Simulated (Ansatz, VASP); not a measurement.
## H in VASP and in Ansatz

```
CELL_PARAMETERS angstrom
1.66030 -2.90272 0.00000
1.66030 2.90272 0.00000
0.00000 0.00000 5.96569
ATOMIC_POSITIONS crystal
H 0.58193 0.43888 0.02242
H 0.43888 0.58193 0.97758
H 0.41807 0.56112 0.52242
H 0.56112 0.41807 0.47758
```

Alike in both runs: task single point; functional PBE; k mesh 8 × 8 × 4; occupations gaussian, width 0.02 eV; no spin polarisation.

|  | VASP | Ansatz |
| --- | --- | --- |
| version | VASP 6.6.1 | Ansatz 0.2.0 |
| potentials or method | VASP PAW PBE potentials, release 64 (H), cutoff 500 eV | scalar-relativistic, plane waves, PAW |
| valence electrons in the cell | 4 | 4 |

```tsv
	VASP	Ansatz	Ansatz less VASP
gap on the k mesh at the Fermi level (eV)	6.63	6.63	0.000
least direct gap on the mesh (eV)	6.66	6.66	0.000
pressure (GPa)	-4.6	-4.4	+0.16
traceless stress, the component that is largest in VASP (GPa)	-8.43	-8.46	-0.031
rms of the force components (eV/Å)	1.689	1.693	+0.0039
```

Atom by atom the forces differ by 0.004 eV/Å (rms over components).
